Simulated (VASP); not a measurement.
# Ga (Cmcm) in VASP: further runs, part 2 of 2

VASP 6.6.1. Earlier steps stand in the parts before.

## Step 5: Single point, PBEsol (strain -0.0200 x Voigt [1, 1, 0, 0, 0, 0])

INCAR reads:

```
SYSTEM = Ga
PREC     = Accurate       ! precision mode
ENCUT    = 520            ! plane-wave cutoff, eV
EDIFF    = 1E-6           ! SCF threshold, eV
ISMEAR   = 0              ! smearing method
SIGMA    = 0.15           ! smearing width, eV
LREAL    = .FALSE.        ! projectors in reciprocal space
LASPH    = .TRUE.         ! aspherical terms in the spheres
NELM     = 80             ! most SCF steps
ALGO     = Fast           ! electronic algorithm
ISIF     = 2              ! what is computed and relaxed
LWAVE    = .FALSE.        ! write WAVECAR
LCHARG   = .TRUE.         ! write CHGCAR
GGA      = PS             ! functional
LELF     = .TRUE.         ! ELF
LVHAR    = .TRUE.       
NBANDS   = 20             ! bands
```

KPOINTS reads:

```
regular mesh
0
G
  18 18 16
  0 0 0
```

POSCAR reads:

```
Ga
1.0
    1.4210000000     -3.9837000000      0.0000000000
    1.4210000000      3.9837000000      0.0000000000
    0.0000000000      0.0000000000      3.1700000000
Ga
2
Direct
    0.8670000000      0.1330000000      0.2500000000
    0.1330000000      0.8670000000      0.7500000000
```

Launch:

```sh
cat potpaw_PBE.64/Ga_d/POTCAR > POTCAR
mpirun -np 1 vasp_std > vasp.out
```

Wall time 15 min (1 thread of AMD EPYC 7R43 (Zen 3), shared host); peak memory 0.49 GiB.

The run converged. Its results:

```yaml
Free_energy: -6.6715 eV
Pressure: 0.2 GPa
Largest_force: 0.212 eV/Å
Band_gap_on_the_k_mesh: zero (bands 13 and 14 overlap by 9.39 eV)
```

Forces in eV/Å, atoms in the order of the input:
```
Ga   0.000  0.212  0.000
Ga   0.000 -0.212  0.000
```

Stress tensor (GPa, compression positive):
```
-1.78  0.00  0.00
 0.00  0.79  0.00
 0.00  0.00  1.56
```

Levels at points of the mesh, in eV from the Fermi level:
| k point | band 10 | band 11 | band 12 | band 13 | band 14 | band 15 | band 16 | band 17 |
| --- | --- | --- | --- | --- | --- | --- | --- | --- |
| (0.00, 0.00, 0.00) | -14.63 | -11.57 | -2.29 | -1.38 | 2.56 | 6.33 | 8.32 | 9.28 |
| (0.50, 0.00, 0.00) | -14.69 | -6.72 | -5.55 | -1.77 | -0.27 | 6.65 | 6.79 | 9.32 |
| (0.50, 0.50, 0.00) | -14.70 | -9.45 | -8.79 | 4.91 | 5.68 | 6.17 | 7.05 | 7.22 |
| (0.00, 0.00, 0.50) | -14.72 | -7.72 | -7.72 | 1.88 | 1.88 | 2.67 | 2.67 | 10.85 |
| (0.50, 0.00, 0.50) | -14.68 | -3.09 | -3.09 | -1.70 | -1.70 | 1.91 | 1.91 | 4.36 |
| (0.50, 0.50, 0.50) | -14.79 | -5.76 | -5.76 | -4.48 | -4.48 | 10.03 | 10.03 | 11.98 |

Caveat: the cell differs from its parent crystal (strain -0.0200 x Voigt [1, 1, 0, 0, 0, 0]); the PAW data sets were made with another functional, which shifts forces and pressure a little.

## Step 6: Single point, PBEsol (strain -0.0150 x Voigt [1, 1, 0, 0, 0, 0])

INCAR reads:

```
SYSTEM = Ga
ALGO     = Fast           ! electronic algorithm
EDIFF    = 1E-7           ! SCF threshold, eV
ENCUT    = 520            ! plane-wave cutoff, eV
GGA      = PS             ! functional
ISIF     = 2              ! what is computed and relaxed
ISMEAR   = 0              ! smearing method
LASPH    = .True.         ! aspherical terms in the spheres
LCHARG   = .True.         ! write CHGCAR
LELF     = .True.         ! ELF
LREAL    = .False.        ! projectors in reciprocal space
LVHAR    = .True.       
LWAVE    = .False.        ! write WAVECAR
NBANDS   = 20             ! bands
NELM     = 100            ! most SCF steps
PREC     = Accurate       ! precision mode
SIGMA    = 0.15           ! smearing width, eV
```

KPOINTS reads:

```
k-points
0
Gamma
  18 18 16
  0 0 0
```

POSCAR reads:

```
Ga
1.0
    1.4282500000     -4.0040250000      0.0000000000
    1.4282500000      4.0040250000      0.0000000000
    0.0000000000      0.0000000000      3.1700000000
Ga
2
Direct
    0.8670000000      0.1330000000      0.2500000000
    0.1330000000      0.8670000000      0.7500000000
```

Potentials or basis: VASP PAW PBE potentials, release 64 (Ga_d).

Launch:

```sh
cat potpaw_PBE.64/Ga_d/POTCAR > POTCAR
mpirun -np 1 vasp_std > vasp.out
```

OUTCAR:

```text
SYSTEM = Ga
   EDIFF = 1E-7
   ENCUT = 520
   GGA = PS
   ISIF = 2
   ISMEAR = 0
   LASPH = .True.
   LREAL = .False.
   NELM = 100
   PREC = Accurate

 ion  position               nearest neighbor table
   1  0.867  0.133  0.250-   2 2.66   2 2.66   2 2.84   2 2.84   2 2.84   2 2.84
   2  0.133  0.867  0.750-   1 2.66   1 2.66   1 2.84   1 2.84   1 2.84   1 2.84

  LATTYP: Found a base centered orthorhombic cell.
 ALAT       =     2.8565000000
 B/A-ratio  =     2.8034482759
 C/A-ratio  =     1.1097496937

[... 745 lines left out ...]

  FORCE on cell =-STRESS in cart. coord.  units (eV):
  Direction    XX          YY          ZZ          XY          YZ          ZX
  --------------------------------------------------------------------------------------
  -------------------------------------------------------------------------------------
  Total       -0.5082425      0.0776050      0.2430339      0.0000000      0.0000000      0.0000000
  in kB      -22.4590449      3.4293359     10.7395767      0.0000000      0.0000000      0.0000000
  external PRESSURE =      -2.7633775 kB  Pullay stress =       0.0000000 kB

 VOLUME and BASIS-vectors are now :
 -----------------------------------------------------------------------------
  energy-cutoff  :      520.00
  volume of cell :       36.26
      direct lattice vectors                 reciprocal lattice vectors
     1.428250000 -4.004025000  0.000000000     0.350078768 -0.124874345  0.000000000
     1.428250000  4.004025000  0.000000000     0.350078768  0.124874345  0.000000000
     0.000000000  0.000000000  3.170000000     0.000000000  0.000000000  0.315457413

 POSITION                                       TOTAL-FORCE (eV/Angst)
 -----------------------------------------------------------------------------------
      1.42825     -2.93895      0.79250         0.000000      0.209519      0.000000
      1.42825      2.93895      2.37750         0.000000     -0.209519     -0.000000
 -----------------------------------------------------------------------------------
    total drift:                                0.000000      0.000000     -0.000000

  FREE ENERGIE OF THE ION-ELECTRON SYSTEM (eV)
  ---------------------------------------------------
  free  energy   TOTEN  =        -6.6698371950 eV

  energy  without entropy=       -6.6611026152  energy(sigma->0) =       -6.66546991
```

OSZICAR:

```text
N       E                     dE             d eps       ncg     rms          rms(c)
DAV:   1     0.129643223987E+03    0.12964E+03   -0.13180E+04 34768   0.248E+03
DAV:   2     0.445786361169E+01   -0.12519E+03   -0.12204E+03 33948   0.382E+02
DAV:   3    -0.659781377518E+01   -0.11056E+02   -0.11000E+02 36840   0.941E+01
DAV:   4    -0.676077145726E+01   -0.16296E+00   -0.16285E+00 37692   0.126E+01
DAV:   5    -0.676355869230E+01   -0.27872E-02   -0.27871E-02 37252   0.161E+00    0.158E+00
RMM:   6    -0.668571612208E+01    0.77843E-01   -0.13257E-01 43858   0.443E+00    0.767E-01
RMM:   7    -0.667154862695E+01    0.14167E-01   -0.33440E-02 45960   0.177E+00    0.226E-01
RMM:   8    -0.666977519176E+01    0.17734E-02   -0.39477E-03 48128   0.602E-01    0.189E-02
RMM:   9    -0.666981879084E+01   -0.43599E-04   -0.64607E-04 49612   0.305E-01    0.125E-02
RMM:  10    -0.666983479582E+01   -0.16005E-04   -0.18231E-04 54673   0.127E-01    0.509E-03
RMM:  11    -0.666983697940E+01   -0.21836E-05   -0.19467E-05 53309   0.399E-02    0.197E-03
RMM:  12    -0.666983717118E+01   -0.19178E-06   -0.33012E-06 49703   0.161E-02    0.663E-04
RMM:  13    -0.666983719505E+01   -0.23864E-07   -0.72146E-07 34893   0.877E-03
   1 F= -.66698372E+01 E0= -.66654699E+01  d E =-.873458E-02
```

Run time: 16 min. Hardware: 1 thread of AMD EPYC 7R43 (Zen 3), shared host; peak memory 0.5 GiB.

What came out:

- Free energy: -6.6698 eV
- Pressure: -0.3 GPa
- Largest force: 0.210 eV/Å
- Band gap on the k mesh: zero (bands 13 and 14 overlap by 9.39 eV)

Forces in eV/Å, atoms in the order of the input:
```
Ga   0.000  0.210  0.000
Ga   0.000 -0.210  0.000
```

Stress tensor (GPa, compression positive):
```
-2.25  0.00  0.00
 0.00  0.34  0.00
 0.00  0.00  1.07
```

Caveat: the cell differs from its parent crystal (strain -0.0150 x Voigt [1, 1, 0, 0, 0, 0]); the PAW data sets were made with another functional, which shifts forces and pressure a little.

## Step 7: Single point, PBEsol (strain -0.0100 x Voigt [1, 1, 0, 0, 0, 0])

INCAR reads:

```
SYSTEM = Ga
PREC = Accurate ; ENCUT = 520
EDIFF = 1E-7 ; ISMEAR = 0
SIGMA = 0.15 ; LREAL = .False.
LASPH = .True. ; NELM = 80
ALGO = Fast ; ISIF = 2
LWAVE = .False. ; LCHARG = .True.
GGA = PS ; LELF = .True.
LVHAR = .True. ; NBANDS = 20
```

KPOINTS reads:

```
Automatic mesh
0
Gamma
  18 18 16
  0 0 0
```

POSCAR reads:

```
Ga
1.0
    1.4355000000     -4.0243500000      0.0000000000
    1.4355000000      4.0243500000      0.0000000000
    0.0000000000      0.0000000000      3.1700000000
Ga
2
Direct
    0.8670000000      0.1330000000      0.2500000000
    0.1330000000      0.8670000000      0.7500000000
```

Launch:

```sh
cat potpaw_PBE.64/Ga_d/POTCAR > POTCAR
mpirun -np 1 vasp_std > vasp.out
```

Run time: 15 min. Hardware: 1 thread of AMD EPYC 7R43 (Zen 3), shared host; peak memory 0.51 GiB.

It converged, with:

- Free energy: -6.6669 eV
- Pressure: -0.8 GPa
- Largest force: 0.207 eV/Å
- Band gap on the k mesh: zero (bands 13 and 14 overlap by 9.38 eV)

Forces on the atoms (eV/Å):
```
Ga   0.000  0.207  0.000
Ga   0.000 -0.207  0.000
```

Stress tensor (GPa, compression positive):
```
-2.77  0.00  0.00
 0.00 -0.19  0.00
 0.00  0.00  0.55
```

Levels at points of the mesh, in eV from the Fermi level:
| k point | band 10 | band 11 | band 12 | band 13 | band 14 | band 15 | band 16 | band 17 |
| --- | --- | --- | --- | --- | --- | --- | --- | --- |
| (0.00, 0.00, 0.00) | -14.62 | -11.41 | -2.29 | -1.48 | 2.72 | 6.45 | 8.07 | 9.01 |
| (0.50, 0.00, 0.00) | -14.68 | -6.71 | -5.49 | -1.77 | -0.35 | 6.64 | 6.68 | 9.15 |
| (0.50, 0.50, 0.00) | -14.69 | -9.33 | -8.69 | 5.02 | 5.77 | 5.97 | 7.07 | 7.21 |
| (0.00, 0.00, 0.50) | -14.70 | -7.57 | -7.57 | 1.86 | 1.86 | 2.58 | 2.58 | 10.59 |
| (0.50, 0.00, 0.50) | -14.67 | -3.07 | -3.07 | -1.65 | -1.65 | 1.88 | 1.88 | 4.29 |
| (0.50, 0.50, 0.50) | -14.76 | -5.68 | -5.68 | -4.36 | -4.36 | 9.80 | 9.80 | 11.69 |

Caveat: the cell differs from its parent crystal (strain -0.0100 x Voigt [1, 1, 0, 0, 0, 0]); the PAW data sets were made with another functional, which shifts forces and pressure a little.

## Step 8: Overview

```csv
cell,further INCAR settings,gap on the mesh (eV),pressure (GPa),largest force (eV/Å)
"a = 4.294, b = 4.294, c = 3.170 Å, angles 90.0, 90.0, 140.7°, 2 atoms",ALGO = Fast; EDIFF = 1e-06; NBANDS = 20,none,-1.4,0.20
"a = 4.337, b = 4.337, c = 3.170 Å, angles 90.0, 90.0, 140.7°, 2 atoms",ALGO = Fast; EDIFF = 1e-06; NBANDS = 20,none,-2.4,0.20
"a = 4.359, b = 4.359, c = 3.170 Å, angles 90.0, 90.0, 140.7°, 2 atoms",ALGO = Fast; EDIFF = 1e-07; NBANDS = 20,none,-2.7,0.19
"a = 4.230, b = 4.230, c = 3.170 Å, angles 90.0, 90.0, 140.7°, 2 atoms",ALGO = Fast; EDIFF = 1e-06; NBANDS = 20,none,0.2,0.21
"a = 4.251, b = 4.251, c = 3.170 Å, angles 90.0, 90.0, 140.7°, 2 atoms",ALGO = Fast; EDIFF = 1e-07; NBANDS = 20,none,-0.3,0.21
"a = 4.273, b = 4.273, c = 3.170 Å, angles 90.0, 90.0, 140.7°, 2 atoms",ALGO = Fast; EDIFF = 1e-07; NBANDS = 20,none,-0.8,0.21
```

Alike in all rows: task single point; level PBEsol; potentials or basis VASP PAW PBE potentials, release 64 (Ga_d); no spin polarisation; k mesh 18 × 18 × 16; cutoff (eV) 520; smearing gaussian 0.15 eV.

Caveats: the PAW data sets were made with another functional, which shifts forces and pressure a little.

Total energies depend on the potentials used, so only differences within one code and one set of settings carry meaning.
